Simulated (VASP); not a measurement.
# TiAl (Pm-3m) in VASP: settings compared, part 2 of 2

VASP 6.6.1. The steps go on from the part before.

## (3) Single point, PBEsol-based screened hybrid

This run uses another cell than the first one, of 15.61 Å³/atom, 0.972 times its volume.

POSCAR

```
TiAl
1.0
    3.1490284604      0.0000000000      0.0000000000
    0.0000000000      3.1490284604      0.0000000000
    0.0000000000      0.0000000000      3.1490284604
Ti Al
1 1
Direct
    0.0000000000      0.0000000000      0.0000000000
    0.5000000000      0.5000000000      0.5000000000
```

INCAR.step1

```
  PREC = Accurate
  ENCUT = 520
  EDIFF = 1E-5
  ISMEAR = -1
  SIGMA = 0.05
  LREAL = F
  LASPH = T
  NELM = 100
  ALGO = Normal
  ISIF = 2
  LWAVE = T
  NBANDS = 14
  GGA = PE
```

INCAR.step2

```
  PREC = Accurate
  ENCUT = 520
  EDIFF = 1E-7
  ISMEAR = -1
  SIGMA = 0.05
  LREAL = F
  LASPH = T
  NELM = 100
  ALGO = Normal
  ISIF = 2
  LWAVE = F
  LCHARG = T
  GGA = PS
  LHFCALC = T
  AEXX = 0.25
  HFSCREEN = 0.207
  PRECFOCK = Normal
  LELF = T
  LVHAR = T
  NBANDS = 14
  ISTART = 1
```

KPOINTS

```
Automatic mesh
0
Gamma
  4 4 4
```

Potentials or basis: VASP PAW PBE potentials, release 64 (Ti_sv, Al).

The run is started by

```sh
$ cat potpaw_PBE.64/Ti_sv/POTCAR potpaw_PBE.64/Al/POTCAR > POTCAR
$ cp INCAR.step1 INCAR
$ mpirun -np 1 vasp_std > vasp.out
$ cp INCAR.step2 INCAR
$ mpirun -np 1 vasp_std > vasp.out
```

Wall time 10 min (1 thread of Intel Xeon Platinum 8259CL at 2.50GHz (Skylake/Cascade Lake), shared host); peak memory 0.24 GiB.

Results (log left out):

- Free energy: -14.7493 eV
- Pressure: 0.0 GPa

Levels at points of the mesh, in eV from the Fermi level:
| k point | band 5 | band 6 | band 7 | band 8 | band 9 | band 10 |
| --- | --- | --- | --- | --- | --- | --- |
| (0.00, 0.00, 0.00) | -10.89 | -2.13 | -2.13 | 2.66 | 2.66 | 2.66 |
| (0.50, 0.00, 0.00) | -7.12 | -6.32 | -1.06 | 0.58 | 0.58 | 2.91 |
| (0.50, 0.50, 0.00) | -5.84 | -2.70 | -2.70 | -2.07 | 1.30 | 1.30 |
| (0.50, 0.50, 0.50) | -3.69 | -3.69 | -3.69 | 1.09 | 3.16 | 3.16 |

Caveat: the k points lie up to 0.50 Å⁻¹ apart; the PAW data sets were made with another functional, which shifts forces and pressure a little.

## (4) Single point, PBEsol-based global hybrid

This run uses another cell than the first one, of 15.66 Å³/atom, 0.975 times its volume.

POSCAR

```
TiAl
1.0
    3.1520251122      0.0000000000      0.0000000000
    0.0000000000      3.1520251122      0.0000000000
    0.0000000000      0.0000000000      3.1520251122
Ti Al
1 1
Direct
    0.0000000000      0.0000000000      0.0000000000
    0.5000000000      0.5000000000      0.5000000000
```

INCAR.step1: that of step 3 with these lines changed.

```diff
@@ -11,2 +11,3 @@
   LWAVE = T
+  LCHARG = F
   NBANDS = 14
```

INCAR.step2: that of step 3 with these lines changed.

```diff
@@ -11,3 +11,3 @@
   LWAVE = F
-  LCHARG = T
+  LCHARG = F
   GGA = PS
@@ -15,6 +15,3 @@
   AEXX = 0.25
-  HFSCREEN = 0.207
   PRECFOCK = Normal
-  LELF = T
-  LVHAR = T
   NBANDS = 14
```

KPOINTS

```
regular mesh
0
Gamma
  4 4 4
```

The run is started by

```sh
$ cat potpaw_PBE.64/Ti_sv/POTCAR potpaw_PBE.64/Al/POTCAR > POTCAR
$ cp INCAR.step1 INCAR
$ mpirun -np 1 vasp_std > vasp.out
$ cp INCAR.step2 INCAR
$ mpirun -np 1 vasp_std > vasp.out
```

Run time: 5.3 min. Hardware: 1 thread of Intel Xeon Platinum 8259CL at 2.50GHz (Skylake/Cascade Lake), shared host; peak memory 0.14 GiB.

The run converged. Its results:

```
Free energy : -16.0975 eV
Pressure    : -0.3 GPa
```

Levels at points of the mesh, in eV from the Fermi level:
```csv
k point,band 4,band 5,band 6,band 7,band 8,band 9,band 10,band 11
"(0.00, 0.00, 0.00)",-36.97,-11.42,-2.61,-2.61,2.81,2.81,2.81,5.28
"(0.50, 0.00, 0.00)",-36.95,-7.62,-6.86,-1.53,0.73,0.73,3.05,3.81
"(0.50, 0.50, 0.00)",-36.93,-6.39,-3.19,-3.19,-2.55,1.46,1.46,3.48
"(0.50, 0.50, 0.50)",-37.13,-4.23,-4.23,-4.23,1.37,3.41,3.41,3.41
```

Caveat: the k points lie up to 0.50 Å⁻¹ apart; the PAW data sets were made with another functional, which shifts forces and pressure a little.

## (5) Single point, PBEsol-based global hybrid

POSCAR

```
TiAl
1.0
    3.1790640000      0.0000000000      0.0000000000
    0.0000000000      3.1790640000      0.0000000000
    0.0000000000      0.0000000000      3.1790640000
Ti Al
1 1
Direct
    0.0000000000      0.0000000000      0.0000000000
    0.5000000000      0.5000000000      0.5000000000
```

INCAR.step1

```
SYSTEM = TiAl
PREC = Accurate
ENCUT = 520
EDIFF = 1E-5
ISMEAR = -1
SIGMA = 0.05
LREAL = .False.
LASPH = .True.
NELM = 80
ALGO = Normal
ISIF = 2
LWAVE = .True.
NBANDS = 14
GGA = PE
```

INCAR.step2

```
SYSTEM = TiAl
PREC = Accurate
ENCUT = 520
EDIFF = 1E-7
ISMEAR = -1
SIGMA = 0.05
LREAL = .False.
LASPH = .True.
NELM = 80
ALGO = Normal
ISIF = 2
LWAVE = .False.
LCHARG = .True.
GGA = PS
LHFCALC = .True.
AEXX = 0.25
PRECFOCK = Normal
LELF = .True.
LVHAR = .True.
NBANDS = 14
ISTART = 1
```

KPOINTS

```
Automatic mesh
0
Gamma
  4 4 4
  0 0 0
```

The run is started by

```sh
$ cat potpaw_PBE.64/Ti_sv/POTCAR potpaw_PBE.64/Al/POTCAR > POTCAR
$ cp INCAR.step1 INCAR
$ mpirun -np 1 vasp_std > vasp.out
$ cp INCAR.step2 INCAR
$ mpirun -np 1 vasp_std > vasp.out
```

Wall time 5.5 min (1 thread of Intel Xeon Platinum 8259CL at 2.50GHz (Skylake/Cascade Lake), shared host); peak memory 0.14 GiB.

The run converged. Its results:

```
Free energy : -16.0880 eV
Pressure    : -3.5 GPa
```

Levels at points of the mesh, in eV from the Fermi level:
```csv
k point,band 5,band 6,band 7,band 8,band 9,band 10
"(0.00, 0.00, 0.00)",-11.28,-2.54,-2.54,2.74,2.74,2.74
"(0.50, 0.00, 0.00)",-7.57,-6.76,-1.49,0.72,0.72,2.98
"(0.50, 0.50, 0.00)",-6.30,-3.17,-3.17,-2.51,1.44,1.44
"(0.50, 0.50, 0.50)",-4.13,-4.13,-4.13,1.21,3.33,3.33
```

Caveat: the k points lie up to 0.49 Å⁻¹ apart; the PAW data sets were made with another functional, which shifts forces and pressure a little.

## (6) Single point, B3LYP

POSCAR is that of step 5.

INCAR.step1

```
SYSTEM = TiAl
PREC     = Accurate       ! precision mode
ENCUT    = 520            ! plane-wave cutoff, eV
EDIFF    = 1E-5           ! SCF threshold, eV
ISMEAR   = -1             ! smearing method
SIGMA    = 0.05           ! smearing width, eV
LREAL    = .False.        ! projectors in reciprocal space
LASPH    = .True.         ! aspherical terms in the spheres
NELM     = 60             ! most SCF steps
ALGO     = Normal         ! electronic algorithm
ISIF     = 2              ! what is computed and relaxed
LWAVE    = .True.         ! write WAVECAR
LCHARG   = .False.        ! write CHGCAR
NBANDS   = 14             ! bands
GGA      = PE             ! functional
```

INCAR.step2

```
SYSTEM = TiAl
PREC     = Accurate       ! precision mode
ENCUT    = 520            ! plane-wave cutoff, eV
EDIFF    = 1E-6           ! SCF threshold, eV
ISMEAR   = -1             ! smearing method
SIGMA    = 0.05           ! smearing width, eV
LREAL    = .False.        ! projectors in reciprocal space
LASPH    = .True.         ! aspherical terms in the spheres
NELM     = 60             ! most SCF steps
ALGO     = Normal         ! electronic algorithm
ISIF     = 2              ! what is computed and relaxed
LWAVE    = .False.        ! write WAVECAR
LCHARG   = .False.        ! write CHGCAR
GGA      = B3             ! functional
LHFCALC  = .True.         ! exact exchange
AEXX     = 0.2            ! exact-exchange fraction
AGGAX    = 0.72         
AGGAC    = 0.81         
ALDAC    = 0.19         
PRECFOCK = Normal       
NBANDS   = 14             ! bands
ISTART   = 1
```

KPOINTS

```
regular mesh
0
Gamma
  4 4 4
  0 0 0
```

Potentials or basis: VASP PAW PBE potentials, release 64 (Ti_sv, Al).

The run is started by

```sh
$ cat potpaw_PBE.64/Ti_sv/POTCAR potpaw_PBE.64/Al/POTCAR > POTCAR
$ cp INCAR.step1 INCAR
$ mpirun -np 1 vasp_std > vasp.out
$ cp INCAR.step2 INCAR
$ mpirun -np 1 vasp_std > vasp.out
```

It took 4.7 min on 1 thread of Intel Xeon Platinum 8259CL at 2.50GHz (Skylake/Cascade Lake), shared host; peak memory 0.15 GiB.

Results (log left out):

```yaml
Free_energy: -12.9034 eV
Pressure: 1.7 GPa
```

Levels at points of the mesh, in eV from the Fermi level:
| k point | band 3 | band 4 | band 5 | band 6 | band 7 | band 8 | band 9 | band 10 | band 11 | band 12 |
| --- | --- | --- | --- | --- | --- | --- | --- | --- | --- | --- |
| (0.00, 0.00, 0.00) | -36.30 | -36.30 | -10.79 | -2.34 | -2.34 | 2.49 | 2.49 | 2.49 | 5.05 | 5.05 |
| (0.50, 0.00, 0.00) | -36.28 | -36.28 | -7.23 | -6.32 | -1.36 | 0.58 | 0.58 | 2.71 | 3.41 | 7.24 |
| (0.50, 0.50, 0.00) | -36.47 | -36.26 | -6.05 | -2.85 | -2.85 | -2.25 | 1.27 | 1.27 | 3.08 | 5.31 |
| (0.50, 0.50, 0.50) | -36.44 | -36.44 | -3.89 | -3.89 | -3.89 | 0.95 | 3.11 | 3.11 | 3.44 | 3.44 |

Caveat: the k points lie up to 0.49 Å⁻¹ apart; the PAW data sets were made with another functional, which shifts forces and pressure a little.

## (7) Summary

```csv
task,level,cell,k mesh,cutoff (eV),smearing,grid for exact exchange (PRECFOCK),share of exact exchange,screening parameter,gap on the mesh (eV),pressure (GPa)
molecular dynamics,PBE+D3(BJ),"a = 3.179 Å, 2 atoms",5 × 5 × 5,350,gaussian 0.1 eV,-,-,-,-,-
single point,PBEsol-based screened hybrid,"a = 3.149 Å, 2 atoms",4 × 4 × 4,520,fermi-dirac 0.05 eV,Normal,0.25,0.207 1/Å,none,0.0
single point,PBEsol-based global hybrid,"a = 3.152 Å, 2 atoms",4 × 4 × 4,520,fermi-dirac 0.05 eV,Normal,0.25,-,none,-0.3
single point,PBEsol-based global hybrid,"a = 3.179 Å, 2 atoms",4 × 4 × 4,520,fermi-dirac 0.05 eV,Normal,0.25,-,none,-3.5
single point,B3LYP,"a = 3.179 Å, 2 atoms",4 × 4 × 4,520,fermi-dirac 0.05 eV,Normal,-,-,none,1.7
```

Alike in all rows: potentials or basis VASP PAW PBE potentials, release 64 (Ti_sv, Al); no spin polarisation.

Caveats: all runs use coarse meshes; the PAW data sets were made with another functional, which shifts forces and pressure a little (some runs).

Total energies depend on the potentials used, so only differences within one code and one set of settings carry meaning.
